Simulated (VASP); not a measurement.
Runs of VASP 6.6.1 on BeCd3S2. The structure is that of space group I4/mmm (No. 139), or close to it. The cells are those of the table. 

```csv
task,cell,k mesh,cutoff (eV),gap on the mesh (eV),pressure (GPa)
single point,"a = 6.315 Å, angles 125.8, 125.8, 80.3°, 6 atoms",10 × 10 × 10,520,none,0.2
single point,"a = 6.103 Å, angles 126.8, 126.8, 78.5°, 6 atoms",4 × 4 × 4,520,none,5.1
relaxation of cell and atoms,"relaxed from a = 6.103 Å, angles 126.8, 126.8, 78.5°, 6 atoms",4 × 4 × 4,600,none,0.0
single point,"a = 6.304 Å, angles 126.0, 126.0, 80.0°, 6 atoms",4 × 4 × 4,520,none,(a)
```

Alike in all rows: level PBE; potentials or basis VASP PAW PBE potentials, release 64 (Be, Cd, S); no spin polarisation; smearing gaussian 0.1 eV.

**Question.** Fill in the values left out.

**Answer.** (a) 0.5.

Caveats: some runs use coarse meshes.

A k mesh can miss the band edges, and the runs leave out spin-orbit coupling on Cd.

A gap of «none» marks levels without a gap at the run's occupations.
